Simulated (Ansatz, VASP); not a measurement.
**ReBi in VASP and in Ansatz**

The input INCAR:

```
SYSTEM = ReBi
ALGO = Normal
EDIFF = 1E-6
ENCUT = 520
GGA = PE
ISIF = 2
ISMEAR = 0
LASPH = .TRUE.
LCHARG = .TRUE.
LELF = .TRUE.
LREAL = .FALSE.
LVHAR = .TRUE.
LWAVE = .FALSE.
NBANDS = 18
NELM = 80
PREC = Accurate
SIGMA = 0.05
```

The input KPOINTS:

```
k-points
0
G
  10 10 10
  0 0 0
```

POSCAR

```
ReBi
1.0
    0.0000000000      3.1506806665      3.1506806665
    3.1506806665      0.0000000000      3.1506806665
    3.1506806665      3.1506806665      0.0000000000
Re Bi
1 1
Direct
    0.0000000000      0.0000000000      0.0000000000
    0.2500000000      0.2500000000      0.2500000000
```

Input for Ansatz:

```yaml
crystal:
  lattice:
    - [0.0, 3.1506806665, 3.1506806665]
    - [3.1506806665, 0.0, 3.1506806665]
    - [3.1506806665, 3.1506806665, 0.0]
  atoms:
    - { symbol: Re, position: [0.0, 0.0, 0.0] }
    - { symbol: Bi, position: [0.25, 0.25, 0.25] }
basis:
  ecutwfc: 420
  ecutrho_ratio: 4
kpoints:
  mp_grid: { grid: [10, 10, 10] }
hamiltonian:
  xc: pbe
scf:
  occupations: { method: gaussian, width: 0.05 }
output:
  forces: true
  stress: true
  eigenvalues: true
  write_density: true
  write_potential: true
  elf: true
  volumetric_format: npy
```

Alike in both runs: task single point; functional PBE; k mesh 10 × 10 × 10; occupations gaussian, width 0.05 eV; no spin polarisation.

|  | VASP | Ansatz |
| --- | --- | --- |
| version | VASP 6.6.1 | Ansatz 0.2.0 |
| potentials or method | VASP PAW PBE potentials, release 64 (Re, Bi_d), cutoff 520 eV | scalar-relativistic, plane waves, PAW |
| valence electrons in the cell | 22 | 30 |

```csv
,VASP,Ansatz,Ansatz less VASP
gap on the k mesh at the Fermi level (eV),none,none,-
pressure (GPa),-2.9,-2.9,+0.03
```

A gap of «none» marks a metal or a gap that the smearing closes. With one functional, cell and mesh, what is left measures potentials, basis and numerics. VASP's potentials hold 22 valence electrons a cell and Ansatz's 30, so a difference there can come from the potentials and not from the codes.

Neither program's run includes spin-orbit coupling.
